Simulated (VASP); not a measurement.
Wanted: the native input for a VASP 6.6.1 run.

| Quantity | Value |
| --- | --- |
| Task | relaxation of cell and atoms |
| Functional | PBE |
| Potentials or basis | VASP PAW PBE potentials, release 64 (Si, Ge_d, S) |
| Cutoff | 600 eV |
| k mesh | 6 × 6 × 4 |
| Occupations | gaussian, width 0.1 eV |
| Spin | no spin polarisation |
| Dipole correction | no |
| Further INCAR settings | ALGO = Normal; EDIFF = 1e-06; IBRION = 2; EDIFFG = -0.04; NSW = 90; ISIF = 3 |

The structure of SiGe2S lies in POSCAR:

```
SiGe2S
1.0
    3.8135614200      0.0000000000      0.0000000000
   -1.9067807100      3.3026410700      0.0000000000
    0.0000000000      0.0000000000      5.8738094000
Si Ge S
1 2 1
Direct
    0.0000000000      0.0000000000      0.0000000000
    0.6666666700      0.3333333300      0.7339000100
    0.6666666700      0.3333333300      0.2660999900
    0.3333333300      0.6666666700      0.5000000000
```

These files were run (other wordings do the same):

INCAR

```
SYSTEM = SiGe2S
PREC = Accurate
ENCUT = 600
EDIFF = 1E-6
ISMEAR = 0
SIGMA = 0.1
LREAL = .False.
LASPH = .True.
NELM = 80
ALGO = Normal
ISIF = 3
LWAVE = .False.
LCHARG = .False.
GGA = PE
IBRION = 2
NSW = 90
EDIFFG = -0.04
```

KPOINTS

```
regular mesh
0
Gamma
  6 6 4
  0 0 0
```

Potentials or basis: VASP PAW PBE potentials, release 64 (Si, Ge_d, S).

Launch:

```bash
$ cat potpaw_PBE.64/Si/POTCAR potpaw_PBE.64/Ge_d/POTCAR potpaw_PBE.64/S/POTCAR > POTCAR
$ mpirun -np 1 vasp_std > vasp.out
```

It gave:

The relaxed volume is 18.78 Å³/atom and the relaxed cell is a = 3.655 Å, b = 3.655 Å, c = 6.495 Å, α = 90.00°, β = 90.00°, γ = 120.00°. The space group after relaxing (to 0.05 Å) is P-6m2 (No. 187) and the energy gained by relaxing is 177.0 meV/atom. The ionic steps are 11. The pressure after relaxing is 0.1 GPa. The largest force after relaxing is 0.022 eV/Å and the band gap on the k mesh is zero (band 19 reaches 7.30 eV, above the bottom of band 20 at 4.70 eV).

It took 4.5 min on 1 thread of Intel Xeon 6975P-C, on a shared host, peak memory 0.23 GiB.
